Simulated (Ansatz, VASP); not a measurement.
## One calculation of Y, two programs

The input INCAR:

```
PREC = Accurate
ENCUT = 520
EDIFF = 1E-6
ISMEAR = -1
SIGMA = 0.05
LREAL = F
LASPH = T
NELM = 100
ALGO = Normal
ISIF = 2
LWAVE = F
LCHARG = F
GGA = PS
NBANDS = 30
```

Contents of KPOINTS:

```
Automatic mesh
0
Gamma
  8 8 3
```

The input POSCAR:

```
Y
1.0
    3.6180967986      0.0000000000      0.0000000000
   -1.8090483993      3.1333637409      0.0000000000
    0.0000000000      0.0000000000     11.7646371471
Y
4
Direct
    0.6666666667      0.3333333333      0.7500000000
    0.0000000000      0.0000000000      0.5000000000
    0.3333333333      0.6666666667      0.2500000000
    0.0000000000      0.0000000000      0.0000000000
```

input.yaml

```yaml
crystal:
  lattice:
    - [3.6180967986, 0.0, 0.0]
    - [-1.8090483993, 3.1333637409, 0.0]
    - [0.0, 0.0, 11.7646371471]
  atoms:
    - { symbol: "Y", position: [0.6666666667, 0.3333333333, 0.75] }
    - { symbol: "Y", position: [0.0, 0.0, 0.5] }
    - { symbol: "Y", position: [0.3333333333, 0.6666666667, 0.25] }
    - { symbol: "Y", position: [0.0, 0.0, 0.0] }
hamiltonian:
  xc: pbesol
  pseudopotentials: { kind: paw }
kpoints:
  mp_grid: { grid: [8, 8, 3] }
scf:
  occupations: { method: fermi_dirac, width: 0.05 }
output:
  forces: true
  stress: true
  eigenvalues: true
```

Alike in both runs: task single point; functional PBEsol; k mesh 8 × 8 × 3; occupations fermi-dirac, width 0.05 eV; no spin polarisation.

|  | VASP | Ansatz |
| --- | --- | --- |
| version | VASP 6.6.1 | Ansatz 0.2.0 |
| potentials or method | VASP PAW PBE potentials, release 64 (Y_sv) | Ansatz PAW |
| plane-wave cutoff (eV) | 520 | 420 |
| valence electrons in the cell | 44 | 44 |

```tsv
	VASP	Ansatz	Ansatz less VASP
gap on the k mesh at the Fermi level (eV)	none	none	-
pressure (GPa)	-3.0	-2.9	+0.10
traceless stress, the component that is largest in VASP (GPa)	-0.35	-0.36	-0.004
```

VASP's potentials were made for PBE, not for PBEsol. A gap of «none» marks a metal or a gap that the smearing closes.
